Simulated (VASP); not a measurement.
Write the native input for VASP 6.6.1 that does the following.

* Task: single point
* Functional: r2SCAN
* Potentials or basis: VASP PAW PBE potentials, release 64 (Ba_sv)
* Cutoff: 520 eV
* k mesh: 13 × 13 × 13
* Occupations: fermi-dirac, width 0.1 eV
* Spin: no spin polarisation
* Dipole correction: no
* Further INCAR settings: ALGO = Normal; EDIFF = 1e-06; NBANDS = 11

The system is Ba.

```
Ba
1.0
     3.90866    0.00000    0.00000
     0.00000    3.90866    0.00000
     0.00000    0.00000    3.90866
Ba
1
Direct
  0.00000 0.00000 0.00000
```

The input as run:

POSCAR

```
Ba
1.0
    3.9086616050      0.0000000000      0.0000000000
    0.0000000000      3.9086616050      0.0000000000
    0.0000000000      0.0000000000      3.9086616050
Ba
1
Direct
    0.0000000000      0.0000000000      0.0000000000
```

INCAR.step1

```
ALGO = Normal ; EDIFF = 1E-4
ENCUT = 520 ; GGA = PE
ISMEAR = -1 ; LASPH = True
LCHARG = False ; LREAL = False
LWAVE = True ; NBANDS = 11
NELM = 100 ; PREC = Accurate
SIGMA = 0.1
```

INCAR.step2

```
ALGO = Normal ; EDIFF = 1E-6
ENCUT = 520 ; ISIF = 2
ISMEAR = -1 ; ISTART = 1
LASPH = True ; LCHARG = False
LMIXTAU = True ; LREAL = False
LWAVE = False ; METAGGA = R2SCAN
NBANDS = 11 ; NELM = 100
PREC = Accurate ; SIGMA = 0.1
```

KPOINTS

```
k-points
0
Gamma
  13 13 13
```

Potentials or basis: VASP PAW PBE potentials, release 64 (Ba_sv).

The run is started by

```sh
$ cat potpaw_PBE.64/Ba_sv/POTCAR > POTCAR
$ cp INCAR.step1 INCAR
$ mpirun -np 1 vasp_std > vasp.out
$ cp INCAR.step2 INCAR
$ mpirun -np 1 vasp_std > vasp.out
```

Results of the run:

```
Pressure : 0.2 GPa
```

Caveat: the PAW data sets were made with another functional, which shifts forces and pressure a little.

Wall time 68 s on 1 thread of Intel(R) Xeon(R) 6975P-C (Granite Rapids), on a shared host, peak memory 0.2 GiB.
